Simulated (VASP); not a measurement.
InCu2, 6 atoms in the cell. The structure is hexagonal, space group P6_3/mmc (No. 194). Conventional cell: a = 4.217 Å, b = 4.217 Å, c = 5.138 Å, α = 90.00°, β = 90.00°, γ = 120.00°. In (site symmetry -6m2) has 11 Cu at 2.43 to 2.75 Å within 3.2 Å. Within 3.2 Å of Cu (site symmetry -6m2) lie 5 In at 2.43 to 2.57 Å and 6 Cu at 2.75 Å. Cu (site symmetry -3m) has 8 Cu at 2.57 to 2.75 Å and 6 In at 2.75 Å within 3.4 Å. 

| Property | Result |
| --- | --- |
| Program | VASP 6.6.1 |
| Task | single point |
| Functional | LDA |
| Potentials or basis | VASP PAW LDA potentials, release 64 (In_d, Cu) |
| Cutoff | 600 eV |
| k mesh | 6 × 6 × 5 |
| Occupations | methfessel-paxton, width 0.1 eV |
| Spin | no spin polarisation |
| Dipole correction | no |
| Further INCAR settings | ALGO = Normal; EDIFF = 1e-06; NBANDS = 44 |

Potentials or basis: VASP PAW LDA potentials, release 64 (In_d, Cu).

The run is started by

```bash
$ cat potpaw_LDA.64/In_d/POTCAR potpaw_LDA.64/Cu/POTCAR > POTCAR
$ mpirun -np 1 vasp_std > vasp.out
```

Hardware: 1 thread of Intel(R) Xeon(R) 6975P-C (Granite Rapids), on a shared host.

Task: Estimate the wall time of this run.

Result: Wall time 2.1 min on 1 thread of Intel(R) Xeon(R) 6975P-C (Granite Rapids), on a shared host, peak memory 0.22 GiB. Counts: scf iterations 18, k points 21.
